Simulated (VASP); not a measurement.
Rh, 2 atoms in the cell. It takes space group P6_3/mmc (No. 194, hexagonal). The conventional cell has a = 2.698 Å, b = 2.698 Å, c = 4.034 Å, α = 90.00°, β = 90.00°, γ = 120.00°. Within 3.4 Å of Rh (site symmetry -6m2) lie 12 Rh at 2.55 to 2.70 Å. This isn't the form of Rh at room conditions, which is fcc.

* Program: VASP 6.6.1
* Task: single point
* Functional: PBE
* Potentials or basis: VASP PAW PBE potentials, release 64 (Rh_pv)
* Cutoff: 520 eV
* k mesh: 18 × 18 × 10
* Occupations: gaussian, width 0.15 eV
* Spin: no spin polarisation
* Dipole correction: no
* Further INCAR settings: ALGO = Normal; EDIFF = 1e-07; NBANDS = 22

Potentials or basis: VASP PAW PBE potentials, release 64 (Rh_pv).

Run with:

```bash
$ cat potpaw_PBE.64/Rh_pv/POTCAR > POTCAR
$ mpirun -np 1 vasp_std > vasp.out
```

Hardware: 1 thread of Intel(R) Xeon(R) Platinum 8488C (Sapphire Rapids) (shared host).

**Question.** How long does it take, and how much memory?

**Answer.** It took 68 s on 1 thread of Intel(R) Xeon(R) Platinum 8488C (Sapphire Rapids), with other jobs on the host, peak memory 0.21 GiB. Counts: scf iterations 13, k points 222.
